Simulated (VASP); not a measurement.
# MgO (F-43m) in VASP: settings compared

Aim: see how the results for MgO move with the level of theory and the settings. Levels: PBEsol, PBE, r2SCAN. Tasks: vibrations by perturbation theory, dielectric tensor.

All numbers are computed with VASP 6.6.1; they aren't measurements. Logs are shortened: lines on timing, memory, paths and dates and some standing lists are left out, and cuts for length are marked.

## (1) The cell of the first run

It takes space group F-43m (No. 216, cubic). The conventional cell has a = 4.575 Å, b = 4.575 Å, c = 4.575 Å, α = 90.00°, β = 90.00°, γ = 90.00°. Within 2.6 Å of Mg (site symmetry -43m) lie 4 O at 1.98 Å. Within 2.6 Å of O (site symmetry -43m) lie 4 Mg at 1.98 Å.

## (2) Vibrations by perturbation theory, PBEsol

Input file INCAR:

```
SYSTEM = MgO
  ALGO = Normal
  EDIFF = 1E-8
  ENCUT = 520
  GGA = PS
  IBRION = 8
  ISIF = 2
  ISMEAR = 0
  LASPH = .TRUE.
  LCHARG = .TRUE.
  LEPSILON = .TRUE.
  LREAL = .FALSE.
  LWAVE = .FALSE.
  NBANDS = 11
  NELM = 60
  NSW = 1
  PREC = Accurate
  SIGMA = 0.01
```

Input file KPOINTS:

```
k-points
0
G
  8 8 8
  0 0 0
```

Input file POSCAR:

```
MgO
1.0
    0.0000000000      2.2875520148      2.2875520148
    2.2875520148      0.0000000000      2.2875520148
    2.2875520148      2.2875520148      0.0000000000
Mg O
1 1
Direct
    0.0000000000      0.0000000000      0.0000000000
    0.2500000000      0.2500000000      0.2500000000
```

Potentials or basis: VASP PAW PBE potentials, release 64 (Mg, O).

Started as:

```bash
$ cat potpaw_PBE.64/Mg/POTCAR potpaw_PBE.64/O/POTCAR > POTCAR
$ mpirun -np 1 vasp_std > vasp.out
```

OUTCAR:

```text
SYSTEM = MgO
   EDIFF = 1E-8
   ENCUT = 520
   GGA = PS
   IBRION = 8
   ISIF = 2
   ISMEAR = 0
   LASPH = .TRUE.
   LEPSILON = .TRUE.
   LREAL = .FALSE.
   NELM = 60
   NSW = 1
   PREC = Accurate

 ion  position               nearest neighbor table
   1  0.000  0.000  0.000-   2 1.98   2 1.98   2 1.98   2 1.98
   2  0.250  0.250  0.250-   1 1.98   1 1.98   1 1.98   1 1.98

  LATTYP: Found a face centered cubic cell.
 ALAT       =     4.5751040296

  Lattice vectors:

 A1 = (   0.0000000000,   2.2875520148,   2.2875520148)
 A2 = (   2.2875520148,   0.0000000000,   2.2875520148)
 A3 = (   2.2875520148,   2.2875520148,   0.0000000000)

Analysis of symmetry for initial positions (statically):
=====================================================================
 Subroutine PRICEL returns:
 Original cell was already a primitive cell.

 Routine SETGRP: Setting up the symmetry group for a
 face centered cubic supercell.

 Subroutine GETGRP returns: Found 24 space group operations
 (whereof 24 operations were pure point group operations)
 out of a pool of 48 trial point group operations.

The static configuration has the point symmetry T_d .

Analysis of symmetry for dynamics (positions and initial velocities):
=====================================================================
 Subroutine PRICEL returns:
 Original cell was already a primitive cell.

 Routine SETGRP: Setting up the symmetry group for a
 face centered cubic supercell.

 Subroutine GETGRP returns: Found 24 space group operations
 (whereof 24 operations were pure point group operations)
 out of a pool of 48 trial point group operations.

The dynamic configuration has the point symmetry T_d .

 Subroutine INISYM returns: Found 24 space group operations
 (whereof 24 operations are pure point group operations),
 and found     1 'primitive' translations

----------------------------------------------------------------------------------------

                                     Primitive cell

  volume of cell :      23.9410

  direct lattice vectors                    reciprocal lattice vectors
     0.000000000  2.287552015  2.287552015    -0.218574265  0.218574265  0.218574265
     2.287552015  0.000000000  2.287552015     0.218574265 -0.218574265  0.218574265
     2.287552015  2.287552015  0.000000000     0.218574265  0.218574265 -0.218574265

  length of vectors
     3.235087084  3.235087084  3.235087084     0.378581732  0.378581732  0.378581732

  position of ions in fractional coordinates (direct lattice)
     0.000000000  0.000000000  0.000000000
     0.250000000  0.250000000  0.250000000

  ion indices of the primitive-cell ions
   primitive index   ion index
                 1           1
                 2           2

----------------------------------------------------------------------------------------

 KPOINTS: k-points

Automatic generation of k-mesh.
 Grid dimensions read from file:
 generate k-points for:    8    8    8

 Generating k-lattice:

  Cartesian coordinates                     Fractional coordinates (reciprocal lattice)
[... 485 lines left out ...]
  ---------------------------------------------------
  ---------------------------------------------------
  free energy    TOTEN  =        -0.15015652 eV

  energy without entropy =       -0.15015652

------------------------ aborting loop because EDIFF is reached ----------------------------------------

--------------------------------------- Ionic step        2  -------------------------------------------

------------------------ aborting loop because EDIFF is reached ----------------------------------------

--------------------------------------- Ionic step        3  -------------------------------------------

------------------------ aborting loop because EDIFF is reached ----------------------------------------

 PIEZOELECTRIC TENSOR FIELD DIRECTION 3  (e Angst)
 -----------------------------------------------------------------------------
    -0.00018 -0.28823  0.00000           ( -0.00000  0.02744  0.00000)
    -0.28823 -0.00018  0.00000           (  0.02744 -0.00000  0.00000)
     0.00000  0.00000  0.00009           (  0.00000  0.00000 -0.00000)

 PIEZOELECTRIC TENSOR FIELD DIRECTION 3  (C/m^2)
 -----------------------------------------------------------------------------
    -0.00012 -0.19289  0.00000
    -0.19289 -0.00012  0.00000
     0.00000  0.00000  0.00006

--------------------------------------- Ionic step        4  -------------------------------------------

------------------------ aborting loop because EDIFF is reached ----------------------------------------

[... ionic steps 5 to 6 ...]

--------------------------------------- Ionic step        7  -------------------------------------------

 Free energy of the ion-electron system (eV)
  ---------------------------------------------------
  ---------------------------------------------------
  free energy    TOTEN  =        -0.36120456 eV

  energy without entropy =       -0.36120456

------------------------ aborting loop because EDIFF is reached ----------------------------------------

 INTERNAL STRAIN TENSOR  FOR ION    2  DIRECTION 1   (eV/Angst):
 -----------------------------------------------------------------------------
    -0.00612  0.00000  0.00000
     0.00000  0.00380 -7.49567
     0.00000 -7.49567  0.00380

 MACROSCOPIC STATIC DIELECTRIC TENSOR (including local field effects in DFT)
 ------------------------------------------------------
           3.063166     0.000000    -0.000000
          -0.000000     3.063166     0.000000
          -0.000000    -0.000000     3.063166
 ------------------------------------------------------

 PIEZOELECTRIC TENSOR (including local field effects)  for field in x, y, z        (e  Angst)
          XX          YY          ZZ          XY          YZ          ZX
  --------------------------------------------------------------------------------
  x    -0.00000    -0.00000    -0.00000    -0.00000    -0.28966     0.00000
  y     0.00000     0.00000     0.00000     0.00000    -0.00000    -0.28966
  z    -0.00000    -0.00000    -0.00000    -0.28966     0.00000    -0.00000

 PIEZOELECTRIC TENSOR (including local field effects)  for field in x, y, z        (C/m^2)
          XX          YY          ZZ          XY          YZ          ZX
  --------------------------------------------------------------------------------
  x    -0.00000    -0.00000    -0.00000    -0.00000    -0.19385     0.00000
  y     0.00000     0.00000     0.00000     0.00000    -0.00000    -0.19385
  z    -0.00000    -0.00000    -0.00000    -0.19385     0.00000    -0.00000

 BORN EFFECTIVE CHARGES (including local field effects) (in |e|, cummulative output)
 ---------------------------------------------------------------------------------
 ion    1
    1     1.82110     0.00000     0.00000
    2     0.00000     1.82110     0.00000
    3     0.00000     0.00000     1.82110
 ion    2
    1    -1.82110     0.00000     0.00000
    2     0.00000    -1.82110     0.00000
    3     0.00000     0.00000    -1.82110

 INTERNAL STRAIN TENSOR FOR ION    2 for displacements in x,y,z  (eV/Angst):
          X           Y           Z          XY          YZ          ZX
  --------------------------------------------------------------------------------
  x     0.00000    -0.00000    -0.00000     0.00000    -7.49567     0.00000
  y    -0.00000     0.00000    -0.00000     0.00000     0.00000    -7.49567
  z    -0.00000    -0.00000     0.00000    -7.49567     0.00000     0.00000

 SECOND DERIVATIVES (NOT SYMMETRIZED)
 ------------------------------------
               1X          1Y          1Z          2X          2Y          2Z
  1X    -8.800596   -0.000000    0.000000    8.800596    0.000000   -0.000000
  1Y    -0.000000   -8.800596   -0.000000    0.000000    8.800596    0.000000
  1Z     0.000000   -0.000000   -8.800596   -0.000000    0.000000    8.800596
  2X     8.825140    0.000000    0.000000   -8.825140    0.000000    0.000000
  2Y     0.000000    8.825140    0.000000    0.000000   -8.825140    0.000000
  2Z     0.000000    0.000000    8.825140    0.000000    0.000000   -8.825140

 Eigenvectors and eigenvalues of the dynamical matrix
 ----------------------------------------------------

   1 f  =   14.943193 THz    93.890853 2PiTHz  498.451277 cm-1    61.800054 meV
             X         Y         Z           dx          dy          dz
      0.000000  0.000000  0.000000     0.629529    0.000000    0.000000
      1.143776  1.143776  1.143776    -0.776977    0.000000    0.000000
[... 21 lines left out ...]
   6 f/i=    0.010178 THz     0.063952 2PiTHz    0.339510 cm-1     0.042094 meV
             X         Y         Z           dx          dy          dz
      0.000000  0.000000  0.000000    -0.549406   -0.549406    0.000000
      1.143776  1.143776  1.143776    -0.445144   -0.445144    0.000000

--------------------------------------------------------------------------------------------------------

 MACROSCOPIC STATIC DIELECTRIC TENSOR IONIC CONTRIBUTION
 ------------------------------------------------------
           2.844287    -0.000000    -0.000000
          -0.000000     2.844287     0.000000
          -0.000000     0.000000     2.844287
 ------------------------------------------------------

 ELASTIC MODULI CONTR FROM IONIC RELAXATION (kBar)
 Direction    XX          YY          ZZ          XY          YZ          ZX
 --------------------------------------------------------------------------------
 XX          -0.0000      0.0000      0.0000     -0.0000      0.0000     -0.0000
 YY           0.0000     -0.0000      0.0000     -0.0000     -0.0000      0.0000
 ZZ           0.0000      0.0000     -0.0000      0.0000     -0.0000     -0.0000
 XY          -0.0000     -0.0000      0.0000   -410.8447      0.0000     -0.0000
 YZ           0.0000     -0.0000     -0.0000      0.0000   -410.8447      0.0000
 ZX          -0.0000      0.0000     -0.0000     -0.0000      0.0000   -410.8447
 --------------------------------------------------------------------------------

 PIEZOELECTRIC TENSOR IONIC CONTR  for field in x, y, z        (C/m^2)
          XX          YY          ZZ          XY          YZ          ZX
  --------------------------------------------------------------------------------
  x    -0.00000     0.00000     0.00000    -0.00000     1.01718    -0.00000
  y     0.00000    -0.00000     0.00000     0.00000    -0.00000     1.01718
  z     0.00000     0.00000    -0.00000     1.01718    -0.00000     0.00000
```

Wall time 85 s (1 thread of Intel Xeon Platinum 8375C at 2.90GHz (Ice Lake), shared host); peak memory 0.2 GiB.

Results:

```
Electronic dielectric tensor (diagonal)                 : 3.06
Born charges (mean of the diagonal)                     : Mg +1.82; O -1.82 e
Highest phonon frequency at Γ, LO-TO splitting left out : 498 cm⁻¹
```

Phonon frequencies in cm⁻¹ (negative: imaginary):
```tsv
q point	frequencies
(0.000, 0.000, 0.000)	0 0 0 498 498 498
```

Electronic dielectric tensor:
```
3.06 0.00 0.00
0.00 3.06 0.00
0.00 0.00 3.06
```

Born effective charge tensors (e):
atom 1, Mg
```
1.82 0.00 0.00
0.00 1.82 0.00
0.00 0.00 1.82
```
atom 2, O
```
-1.82  0.00  0.00
 0.00 -1.82  0.00
 0.00  0.00 -1.82
```

(Part 1 of 2 ends here.)
